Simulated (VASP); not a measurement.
**Pt: single point with PBE**

Crystal: Pt.

```xyz
1
Lattice="0.0000 1.9609 1.9609 1.9609 0.0000 1.9609 1.9609 1.9609 0.0000" Properties=species:S:1:pos:R:3 pbc="T T T"
Pt    0.0000    0.0000    0.0000
```

```
Program             : VASP 6.6.1
Task                : single point
Functional          : PBE
Potentials or basis : VASP PAW PBE potentials, release 64 (Pt)
Cutoff              : 520 eV
k mesh              : 14 × 14 × 14
Occupations         : fermi-dirac, width 0.1 eV
Spin                : no spin polarisation
```

| Item | Value |
| --- | --- |
| Pressure | 9.8 GPa |
| Band gap on the k mesh | zero (band 5 reaches 11.77 eV, above the bottom of band 6 at 9.52 eV) |

Levels at points of the mesh, in eV from the Fermi level:
```tsv
k point	band 1	band 2	band 3	band 4	band 5	band 6	band 7	band 8	band 9	band 10
(0.00, 0.00, 0.00)	-10.22	-3.79	-3.79	-3.79	-1.63	-1.63	14.64	19.60	19.60	19.60
(0.50, 0.00, 0.00)	-7.33	-3.86	-3.86	-0.48	0.04	0.04	5.84	14.20	18.98	18.98
(0.50, 0.50, 0.00)	-7.08	-6.62	0.00	0.49	0.49	1.78	8.88	11.39	11.39	20.15
```

Run time: 37 s on 1 thread of AMD EPYC 7R13, on a shared host, peak memory 0.12 GiB.

Caveat: spin-orbit coupling is left out, which moves the levels of the heavy elements.
